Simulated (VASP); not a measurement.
# InSe (C2/m) in VASP: a series of runs

Aim: see how the results for InSe move with the level of theory and the settings. Levels: PBE+D4, r2SCAN+D4. Tasks: single point.

Program: VASP 6.6.1. These are calculated values, not measurements. Logs are shortened: lines on timing, memory, paths and dates and some standing lists are left out, and cuts for length are marked.

**1. The cell of the first run**

The structure is monoclinic, space group C2/m (No. 12). The conventional cell has a = 11.864 Å, b = 4.144 Å, c = 4.588 Å, α = 90.00°, β = 110.60°, γ = 90.00°. Within 3.6 Å of In (site symmetry m) lie 5 Se at 2.69 to 3.58 Å and 1 In at 2.81 Å. Se (site symmetry m) has 5 In at 2.69 to 3.58 Å and 3 Se at 3.43 to 3.61 Å within 3.7 Å.

**2. Single point, PBE+D4 (26.39 Å³/atom)**

The input, INCAR:

```
  ALGO = Normal
  EDIFF = 1E-6
  ENCUT = 520
  GGA = PE
  ISIF = 2
  ISMEAR = 0
  IVDW = 13
  LASPH = T
  LCHARG = T
  LELF = T
  LREAL = F
  LVHAR = T
  LWAVE = F
  NBANDS = 27
  NELM = 60
  PREC = Accurate
  SIGMA = 0.05
```

The input, KPOINTS:

```
k-points
0
Gamma
  6 6 6
```

The input, POSCAR:

```
InSe
1.0
    5.9317768795     -2.0719817461      0.0019952733
    5.9317768795      2.0719817461      0.0019952733
   -1.6154103996      0.0000000000      4.2939277584
In Se
2 2
Direct
    0.8856728306      0.8856728306      0.0273299597
    0.1143271694      0.1143271694      0.9726700403
    0.6545534865      0.6545534865      0.6382592257
    0.3454465135      0.3454465135      0.3617407743
```

Potentials or basis: VASP PAW PBE potentials, release 64 (In_d, Se).

Run with:

```sh
$ cat potpaw_PBE.64/In_d/POTCAR potpaw_PBE.64/Se/POTCAR > POTCAR
$ mpirun -np 1 vasp_std > vasp.out
```

OUTCAR:

```text
EDIFF = 1E-6
   ENCUT = 520
   GGA = PE
   ISIF = 2
   ISMEAR = 0
   IVDW = 13
   LASPH = T
   LREAL = F
   NELM = 60
   PREC = Accurate

 ion  position               nearest neighbor table
   1  0.886  0.886  0.027-   3 2.69   4 2.72   4 2.72   2 2.81   2 3.76   2 3.76
   2  0.114  0.114  0.973-   4 2.69   3 2.72   3 2.72   1 2.81   1 3.76   1 3.76
   3  0.655  0.655  0.638-   1 2.69   2 2.72   2 2.72
   4  0.345  0.345  0.362-   2 2.69   1 2.72   1 2.72

  LATTYP: Found a base centered monoclinic cell.
 ALAT       =    11.8635544302
 B/A-ratio  =     0.3493020171
 C/A-ratio  =     0.3867087983
 COS(beta)  =    -0.3517997206

  Lattice vectors:

 A1 = (   5.9317768795,  -2.0719817461,   0.0019952733)
 A2 = (   5.9317768795,   2.0719817461,   0.0019952733)
 A3 = (  -1.6154103996,   0.0000000000,   4.2939277584)

Analysis of symmetry for initial positions (statically):
=====================================================================
 Subroutine PRICEL returns:
 Original cell was already a primitive cell.

 Routine SETGRP: Setting up the symmetry group for a
 base centered monoclinic supercell.

 Subroutine GETGRP returns: Found  4 space group operations
 (whereof  4 operations were pure point group operations)
 out of a pool of  4 trial point group operations.

The static configuration has the point symmetry C_2h.

Analysis of symmetry for dynamics (positions and initial velocities):
=====================================================================
 Subroutine PRICEL returns:
 Original cell was already a primitive cell.

 Routine SETGRP: Setting up the symmetry group for a
 base centered monoclinic supercell.

 Subroutine GETGRP returns: Found  4 space group operations
 (whereof  4 operations were pure point group operations)
 out of a pool of  4 trial point group operations.

The dynamic configuration has the point symmetry C_2h.

 Subroutine INISYM returns: Found  4 space group operations
 (whereof  4 operations are pure point group operations),
 and found     1 'primitive' translations

----------------------------------------------------------------------------------------

                                     Primitive cell

  volume of cell :     105.5627

  direct lattice vectors                    reciprocal lattice vectors
     5.931776880 -2.071981746  0.001995273     0.084281109 -0.241314867  0.031707236
     5.931776880  2.071981746  0.001995273     0.084281109  0.241314867  0.031707236
    -1.615410400  0.000000000  4.293927758    -0.000078326  0.000000000  0.232857544

  length of vectors
     6.283238758  6.283238758  4.587740877     0.257568475  0.257568475  0.232857557

  position of ions in fractional coordinates (direct lattice)
     0.885672831  0.885672831  0.027329960
     0.114327169  0.114327169  0.972670040
     0.654553486  0.654553486  0.638259226
     0.345446514  0.345446514  0.361740774

  ion indices of the primitive-cell ions
   primitive index   ion index
                 1           1
                 2           2
                 3           3
                 4           4

----------------------------------------------------------------------------------------

 KPOINTS: k-points

Automatic generation of k-mesh.
 Grid dimensions read from file:
 generate k-points for:    6    6    6

 Generating k-lattice:

  Cartesian coordinates                     Fractional coordinates (reciprocal lattice)
     0.014046852 -0.040219145  0.005284539     0.166666667 -0.000000000 -0.000000000
     0.014046852  0.040219145  0.005284539    -0.000000000  0.166666667 -0.000000000
    -0.000013054  0.000000000  0.038809591     0.000000000  0.000000000  0.166666667

  Length of vectors
     0.042928079  0.042928079  0.038809593

  Shift w.r.t. Gamma in fractional coordinates (k-lattice)
     0.000000000  0.000000000  0.000000000

 Subroutine IBZKPT returns following result:
 ===========================================

 Found     68 irreducible k-points:

 Following reciprocal coordinates:
            Coordinates               Weight
  0.000000  0.000000  0.000000      1.000000
  0.166667 -0.000000 -0.000000      4.000000
  0.333333 -0.000000 -0.000000      4.000000
  0.500000 -0.000000 -0.000000      2.000000
  0.166667  0.166667 -0.000000      2.000000
  0.333333  0.166667 -0.000000      4.000000
[... 16 lines left out ...]
 -0.333333  0.166667  0.166667      4.000000
 -0.166667  0.166667  0.166667      4.000000
 [... further k-points ...]
   k-points           NKPTS =     68   k-points in BZ     NKDIM =     68   number of bands    NBANDS=     27
   number of dos      NEDOS =    301   number of ions     NIONS =      4
   total plane-waves  NPLWV =  82944
   dimension x,y,z NGX =    48 NGY =   48 NGZ =   36
   dimension x,y,z NGXF=    96 NGYF=   96 NGZF=   72
   ions per type =               2   2
   NGX,Y,Z   is equivalent  to a cutoff of  12.70, 12.70, 13.05 a.u.
   NGXF,Y,Z  is equivalent  to a cutoff of  25.40, 25.40, 26.09 a.u.
 SYSTEM =  unknown system
   PREC   = accura    normal or accurate (medium, high low for compatibility)
   ISTART =      0    job   : 0-new  1-cont  2-samecut
   ICHARG =      2    charge: 1-file 2-atom 10-const
   ISPIN  =      1    spin polarized calculation?
   LNONCOLLINEAR =      F non collinear calculations
   LSORBIT =      F    spin-orbit coupling
   LASPH  =      T    aspherical Exc in radial PAW
   ENCUT  =  520.0 eV  38.22 Ry    6.18 a.u.  11.68 11.68  8.53*2*pi/ulx,y,z
   NELM   =     60;   NELMIN=  2; NELMDL= -5     # of ELM steps
   EDIFF  = 0.1E-05   stopping-criterion for ELM
   LREAL  =      F    real-space projection
   EDIFFG = 0.1E-04   stopping-criterion for IOM
   NSW    =      0    number of steps for IOM
   IBRION =     -1    ionic relax: 0-MD 1-quasi-New 2-CG
   NFREE  =      0    steps in history (QN), initial steepest desc. (CG)
   ISIF   =      2    stress and relaxation
   ISYM   =      2    0-nonsym 1-usesym 2-fastsym
   POTIM  = 0.5000    time-step for ionic-motion
   TEBEG  =    0.0;   TEEND  =   0.0 temperature during run
   PSTRESS=    0.0 pullay stress
   NELECT =      38.0000    total number of electrons
   NUPDOWN=      -1.0000    fix difference up-down
   EMIN   =  10.00;   EMAX   =-10.00  energy-range for DOS
   EFERMI =   0.00;   METHOD = LEGACY
   ISMEAR =     0;   SIGMA  =   0.05  broadening in eV -4-tet -1-fermi 0-gaus
   EFERMI_NEDOS =   21; number of points for ismear=-14 and -15
   IALGO  =     38    algorithm
   IMIX   =      4    mixing-type and parameters
     AMIX     =   0.40;   BMIX     =  1.00
     AMIX_MAG =   1.60;   BMIX_MAG =  1.00
  volume/ion in A,a.u.               =      26.39       178.09
  Fermi-wavevector in a.u.,A,eV,Ry     =   1.164571  2.200720 18.452563  1.356225
  Thomas-Fermi vector in A             =   2.301107
   LORBIT       =      0    0 simple, 1 ext, 2 COOP (PROOUT), +10 PAW based schemes
   GGA     = PE    functional components
   LHFCALC =     F    Hartree Fock is set to
   AEXX    =    0.0000 exact exchange contribution
   IVDW    =    13    specifies the selected vdW correction
   LEPSILON=     F    determine dielectric tensor
   LRPA    =     F    only Hartree local field effects (RPA)
 non-spin polarized calculation
 Gauss-broadening in eV      SIGMA  =   0.05
  energy-cutoff  :      520.00
  volume of cell :      105.56
 maximum number of plane-waves:      2865
   NGX = 23   NGY = 23   NGZ = 17

 number of electron      37.9999998 magnetization

 Free energy of the ion-electron system (eV)
  ---------------------------------------------------
  ext. energy  EPLUGINS =         0.00000000
  ---------------------------------------------------
  free energy    TOTEN  =       -14.01096534 eV

  energy without entropy =      -14.01096534  energy(sigma->0) =      -14.01096534

 E-fermi :   5.0664     XC(G=0):  -9.5313

 val. band max:        4.8116233725   @ k =  -0.3333  -0.3333   0.3333
 cond. band min:       5.6230853837   @ k =   0.3333   0.3333  -0.0000
 fundamental gap:      0.8114620112
 Fermi energy:         5.0663834791

 k-point     1 :       0.0000    0.0000    0.0000
  band No.  band energies     occupation
      1      -9.8012      2.00000
      2      -9.7206      2.00000
      3      -9.5094      2.00000
      4      -9.4986      2.00000
      5      -9.4656      2.00000
      6      -9.4622      2.00000
[... 19 lines left out ...]
     26      11.7474      0.00000
     27      13.5690      0.00000

 k-point     2 :       0.1667   -0.0000   -0.0000
  band No.  band energies     occupation
      1      -9.7942      2.00000
      2      -9.7138      2.00000
      3      -9.5764      2.00000
      4      -9.4884      2.00000
      5      -9.4815      2.00000
      6      -9.4458      2.00000
[... 19 lines left out ...]
     26      11.6477      0.00000
     27      13.2349      0.00000

 k-point     3 :       0.3333   -0.0000   -0.0000
  band No.  band energies     occupation
      1      -9.7812      2.00000
      2      -9.7255      2.00000
      3      -9.6273      2.00000
      4      -9.5248      2.00000
      5      -9.4636      2.00000
      6      -9.4598      2.00000
[... 19 lines left out ...]
     26      12.3826      0.00000
     27      12.6384      0.00000

 k-point     4 :       0.5000   -0.0000   -0.0000
  band No.  band energies     occupation
      1      -9.7746      2.00000
      2      -9.7493      2.00000
      3      -9.6174      2.00000
      4      -9.5491      2.00000
      5      -9.4714      2.00000
      6      -9.4545      2.00000
[... 19 lines left out ...]
     26      12.0921      0.00000
     27      13.4514      0.00000
[... 516 lines left out ...]
      4      -9.5497      2.00000
      5      -9.4790      2.00000
      6      -9.4518      2.00000
[... 19 lines left out ...]
     26      10.8178      0.00000
     27      12.4315      0.00000

 k-point    23 :      -0.3333    0.1667    0.1667
  band No.  band energies     occupation
      1      -9.7969      2.00000
      2      -9.7385      2.00000
      3      -9.6555      2.00000
      4      -9.5324      2.00000
      5      -9.4734      2.00000
      6      -9.4463      2.00000
[... 19 lines left out ...]
     26      11.1617      0.00000
     27      13.4752      0.00000

 k-point    24 :      -0.1667    0.1667    0.1667
  band No.  band energies     occupation
      1      -9.7799      2.00000
      2      -9.7423      2.00000
      3      -9.6553      2.00000
      4      -9.5121      2.00000
      5      -9.4596      2.00000
      6      -9.4507      2.00000
[... 19 lines left out ...]
     26      12.3450      0.00000
     27      12.7219      0.00000

 [... further k-points ...]

------------------------ aborting loop because EDIFF is reached ----------------------------------------

  DFT-D4 for vdW energy calculation

  Edisp (eV):   -1.45531

  FORCE on cell =-STRESS in cart. coord.  units (eV):
  Direction    XX          YY          ZZ          XY          YZ          ZX
  --------------------------------------------------------------------------------------
  -------------------------------------------------------------------------------------
  Total      -0.27459    -0.24609    -0.27179     0.00000     0.00000    -0.01050
  in kB      -4.16753    -3.73510    -4.12508     0.00000     0.00000    -0.15941
  external pressure =       -4.01 kB  Pullay stress =        0.00 kB

 VOLUME and BASIS-vectors are now :
 -----------------------------------------------------------------------------
  energy-cutoff  :      520.00
  volume of cell :      105.56
      direct lattice vectors                 reciprocal lattice vectors
     5.931776880 -2.071981746  0.001995273     0.084281109 -0.241314867  0.031707236
     5.931776880  2.071981746  0.001995273     0.084281109  0.241314867  0.031707236
    -1.615410400  0.000000000  4.293927758    -0.000078326  0.000000000  0.232857544

 POSITION                                       TOTAL-FORCE (eV/Angst)
 -----------------------------------------------------------------------------------
     10.46308      0.00000      0.12089         0.010258      0.000000     -0.006345
     -0.21493      0.00000      4.17703        -0.010258      0.000000      0.006345
      6.73428      0.00000      2.74325         0.008828      0.000000     -0.009364
      3.51386      0.00000      1.55467        -0.008828      0.000000      0.009364
 -----------------------------------------------------------------------------------
    total drift:                               -0.000000     -0.000000     -0.000000

  FREE ENERGIE OF THE ION-ELECTRON SYSTEM (eV)
  ---------------------------------------------------
  free  energy   TOTEN  =       -15.4662725041 eV

  energy  without entropy=      -15.4662725041  energy(sigma->0) =      -15.46627250
```

Run time: 2.1 min. Hardware: 1 thread of Intel Xeon 6975P-C (Granite Rapids), shared host; peak memory 0.37 GiB.

What came out:

```yaml
Free_energy: -15.4663 eV
Pressure: -0.4 GPa
Largest_force: 0.013 eV/Å
Band_gap_on_the_k_mesh: 0.81 eV (least direct gap 1.10 eV)
Dispersion_energy_per_atom: -0.364 eV
```

Forces on the atoms (eV/Å):
```
In   0.010  0.000 -0.006
In  -0.010  0.000  0.006
Se   0.009  0.000 -0.009
Se  -0.009  0.000  0.009
```

Levels at points of the mesh, in eV from the valence-band top:
| k point | band 16 | band 17 | band 18 | band 19 | band 20 | band 21 | band 22 | band 23 |
| --- | --- | --- | --- | --- | --- | --- | --- | --- |
| (0.00, 0.00, 0.00) | -2.53 | -2.30 | -1.77 | -1.47 | 2.52 | 3.46 | 3.97 | 4.96 |
| (0.50, 0.00, 0.00) | -2.04 | -1.62 | -1.45 | -1.09 | 1.64 | 2.41 | 3.27 | 3.48 |
| (0.50, 0.50, 0.00) | -2.48 | -1.21 | -0.89 | -0.39 | 0.97 | 2.68 | 2.82 | 4.47 |
| (0.00, 0.00, 0.50) | -1.82 | -1.68 | -1.23 | -0.22 | 0.87 | 2.35 | 3.36 | 3.42 |
| (0.50, 0.00, 0.50) | -3.31 | -2.63 | -2.41 | -1.83 | 2.00 | 3.17 | 4.26 | 4.40 |
| (0.50, 0.50, 0.50) | -1.59 | -1.55 | -1.17 | -0.39 | 2.01 | 2.99 | 3.06 | 3.92 |

Caveat: spin-orbit coupling is left out, which moves the levels of the heavy elements. A k mesh can miss the band edges.

**3. Single point, PBE+D4 (26.91 Å³/atom)**

This run uses another cell than the first one, of 26.91 Å³/atom.

The input, INCAR:

```
SYSTEM = InSe
PREC     = Accurate       ! precision mode
ENCUT    = 520            ! plane-wave cutoff, eV
EDIFF    = 1E-6           ! SCF threshold, eV
ISMEAR   = 0              ! smearing method
SIGMA    = 0.05           ! smearing width, eV
LREAL    = .False.        ! projectors in reciprocal space
LASPH    = .True.         ! aspherical terms in the spheres
NELM     = 80             ! most SCF steps
ALGO     = Normal         ! electronic algorithm
ISIF     = 2              ! what is computed and relaxed
LWAVE    = .False.        ! write WAVECAR
LCHARG   = .False.        ! write CHGCAR
GGA      = PE             ! functional
IVDW     = 13             ! dispersion correction
NBANDS   = 27             ! bands
```

The input, KPOINTS:

```
regular mesh
0
Gamma
  6 6 6
  0 0 0
```

The input, POSCAR:

```
InSe
1.0
    5.9180289298     -2.0733727944     -0.0132650992
    5.9180289298      2.0733727944     -0.0132650992
   -1.6227453233      0.0000000000      4.3895412018
In Se
2 2
Direct
    0.8862544392      0.8862544392      0.0331223313
    0.1137455608      0.1137455608      0.9668776687
    0.6560768936      0.6560768936      0.6431125875
    0.3439231064      0.3439231064      0.3568874125
```

Potentials or basis: VASP PAW PBE potentials, release 64 (In_d, Se).

Run with:

```sh
$ cat potpaw_PBE.64/In_d/POTCAR potpaw_PBE.64/Se/POTCAR > POTCAR
$ mpirun -np 1 vasp_std > vasp.out
```

It took 2.6 min on 1 thread of AMD EPYC 9R45 (Zen 5), shared host; peak memory 0.34 GiB.

Results (log left out):

* Free energy: -15.4582 eV
* Pressure: -0.7 GPa
* Largest force: 0.011 eV/Å
* Band gap on the k mesh: 0.90 eV (least direct gap 1.13 eV)
* Dispersion energy per atom: -0.357 eV

Forces in eV/Å, atoms in the order of the input:
```
In   0.011  0.000 -0.003
In  -0.011  0.000  0.003
Se   0.005  0.000 -0.009
Se  -0.005  0.000  0.009
```

Levels at points of the mesh, in eV from the valence-band top:
```
           k point  band 17  band 18  band 19  band 20  band 21  band 22
(0.00, 0.00, 0.00)    -2.22    -1.70    -1.38     2.57     3.38     3.88
(0.50, 0.00, 0.00)    -1.65    -1.38    -1.20     1.65     2.38     3.35
(0.50, 0.50, 0.00)    -1.19    -0.83    -0.31     1.07     2.74     2.86
(0.00, 0.00, 0.50)    -1.60    -1.20    -0.24     0.90     2.28     3.39
(0.50, 0.00, 0.50)    -2.50    -2.33    -1.68     2.10     3.19     4.14
(0.50, 0.50, 0.50)    -1.50    -1.05    -0.44     2.05     3.00     3.12
```

Caveat: spin-orbit coupling is left out, which moves the levels of the heavy elements.

**4. Single point, r2SCAN+D4**

This run uses another cell than the first one, of 26.07 Å³/atom.

The input, POSCAR:

```
InSe
1.0
    5.8847921917     -2.0524810112     -0.0119485561
    5.8847921917      2.0524810112     -0.0119485561
   -1.6125280022      0.0000000000      4.3198139879
In Se
2 2
Direct
    0.8862868353      0.8862868353      0.0294638165
    0.1137131647      0.1137131647      0.9705361835
    0.6560478133      0.6560478133      0.6449871910
    0.3439521867      0.3439521867      0.3550128090
```

The input, INCAR.step1:

```
  PREC = Accurate
  ENCUT = 520
  ISMEAR = 0
  SIGMA = 0.05
  LREAL = False
  LASPH = True
  NELM = 80
  NBANDS = 27
  GGA = PE
  ALGO = Normal
  EDIFF = 1E-4
  LWAVE = True
  LCHARG = False
```

The input, INCAR.step2:

```
  PREC = Accurate
  ENCUT = 520
  EDIFF = 1E-7
  ISMEAR = 0
  SIGMA = 0.05
  LREAL = False
  LASPH = True
  NELM = 80
  ALGO = Normal
  ISIF = 2
  LWAVE = False
  LCHARG = False
  METAGGA = R2SCAN
  LMIXTAU = True
  IVDW = 13
  VDW_S6 = 1.0
  VDW_S8 = 0.6018749
  VDW_A1 = 0.51559235
  VDW_A2 = 5.77342911
  NBANDS = 27
  ISTART = 1
```

The input, KPOINTS:

```
regular mesh
0
Gamma
  6 6 6
```

Run with:

```sh
$ cat potpaw_PBE.64/In_d/POTCAR potpaw_PBE.64/Se/POTCAR > POTCAR
$ cp INCAR.step1 INCAR
$ mpirun -np 1 vasp_std > vasp.out
$ cp INCAR.step2 INCAR
$ mpirun -np 1 vasp_std > vasp.out
```

It took 14 min on 1 thread of AMD EPYC 9R45 (Zen 5), shared host; peak memory 0.38 GiB.

Results (log left out):

| Item | Value |
| --- | --- |
| Free energy | -76.8116 eV |
| Pressure | 0.9 GPa |
| Largest force | 0.018 eV/Å |
| Band gap on the k mesh | 1.28 eV (least direct gap 1.58 eV) |
| Dispersion energy per atom | -0.124 eV |

Forces on the atoms (eV/Å):
```
In   0.010  0.000  0.011
In  -0.010  0.000 -0.011
Se  -0.012  0.000 -0.014
Se   0.012  0.000  0.014
```

Stress tensor (GPa, compression positive):
```
0.90 0.00 0.10
0.00 0.82 0.00
0.10 0.00 0.90
```

Levels at points of the mesh, in eV from the valence-band top:
| k point | band 17 | band 18 | band 19 | band 20 | band 21 | band 22 |
| --- | --- | --- | --- | --- | --- | --- |
| (0.00, 0.00, 0.00) | -2.41 | -1.79 | -1.51 | 2.98 | 3.70 | 4.37 |
| (0.50, 0.00, 0.00) | -1.77 | -1.53 | -1.22 | 1.99 | 2.84 | 3.70 |
| (0.50, 0.50, 0.00) | -1.25 | -0.93 | -0.36 | 1.47 | 3.09 | 3.16 |
| (0.00, 0.00, 0.50) | -1.71 | -1.30 | -0.25 | 1.33 | 2.71 | 3.84 |
| (0.50, 0.00, 0.50) | -2.62 | -2.50 | -1.85 | 2.45 | 3.52 | 4.53 |
| (0.50, 0.50, 0.50) | -1.61 | -1.19 | -0.40 | 2.44 | 3.48 | 3.50 |

Caveat: the PAW data sets were made with another functional, which shifts forces and pressure a little; spin-orbit coupling is left out, which moves the levels of the heavy elements. r2SCAN opens gaps a little over a GGA but as a rule still falls short of measured ones.

[end of part 1 of 2]
